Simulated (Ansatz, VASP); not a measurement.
# Two plane-wave programs on NaCl

```
Na Cl
1.0
     3.43099    0.00000    0.00000
     0.00000    3.43099    0.00000
     0.00000    0.00000    3.43099
Na Cl
1 1
Direct
  0.00000 0.00000 0.00000
  0.50000 0.50000 0.50000
```

Alike in both runs: functional PBE; dispersion D3(BJ); k mesh 6 × 6 × 6; occupations gaussian, width 0.02 eV; no spin polarisation.

Ansatz relaxed the structure, and its values are those at the end. VASP's run is a single point on that final structure, the one shown.

|  | VASP | Ansatz |
| --- | --- | --- |
| version | VASP 6.6.1 | Ansatz 0.2.0 |
| potentials or method | VASP PAW PBE potentials, release 64 (Na_pv, Cl), cutoff 520 eV | scalar-relativistic, plane waves, PAW |
| valence electrons in the cell | 14 | 16 |

|  | VASP | Ansatz | Ansatz less VASP |
| --- | --- | --- | --- |
| gap on the k mesh at the Fermi level (eV) | 4.19 | 4.19 | 0.000 |
| least direct gap on the mesh (eV) | 4.74 | 4.74 | 0.000 |
| pressure (GPa) | 0.0 | 0.1 | +0.05 |

VASP's potentials hold 14 valence electrons a cell and Ansatz's 16, so a difference there can come from the potentials and not from the codes.
